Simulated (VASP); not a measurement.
Write the native input for VASP 6.6.1 that does the following.

| Property | Result |
| --- | --- |
| Task | single point |
| Functional | PBEsol |
| Potentials or basis | VASP PAW PBE potentials, release 64 (Ti_sv, Al) |
| Cutoff | 520 eV |
| k mesh | 11 × 11 × 6 |
| Occupations | fermi-dirac, width 0.05 eV |
| Spin | no spin polarisation |
| Dipole correction | no |
| Further INCAR settings | ALGO = Normal; EDIFF = 1e-06; NBANDS = 14 |

The structure of TiAl lies in POSCAR:

```
TiAl
1.0
    2.7651535725      0.0000000000      0.0000000000
   -1.3825767862      2.3946932392      0.0000000000
    0.0000000000      0.0000000000      4.5283231497
Ti Al
1 1
Direct
    0.0000000000      0.0000000000      0.0000000000
    0.3333333333      0.6666666667      0.5000000000
```

These files were run (other wordings do the same):

INCAR

```
SYSTEM = TiAl
  ALGO = Normal
  EDIFF = 1E-6
  ENCUT = 520
  GGA = PS
  ISIF = 2
  ISMEAR = -1
  LASPH = .True.
  LCHARG = .False.
  LREAL = .False.
  LWAVE = .False.
  NBANDS = 14
  NELM = 60
  PREC = Accurate
  SIGMA = 0.05
```

KPOINTS

```
k-points
0
Gamma
  11 11 6
  0 0 0
```

Potentials or basis: VASP PAW PBE potentials, release 64 (Ti_sv, Al).

Run with:

```bash
$ cat potpaw_PBE.64/Ti_sv/POTCAR potpaw_PBE.64/Al/POTCAR > POTCAR
$ mpirun -np 1 vasp_std > vasp.out
```

Results of the run:

* Pressure: 10.0 GPa

Caveat: the PAW data sets were made with another functional, which shifts forces and pressure a little.

Run time: 14 s on 1 thread of Intel(R) Xeon(R) Platinum 8488C (Sapphire Rapids), with other jobs on the host, peak memory 0.17 GiB.
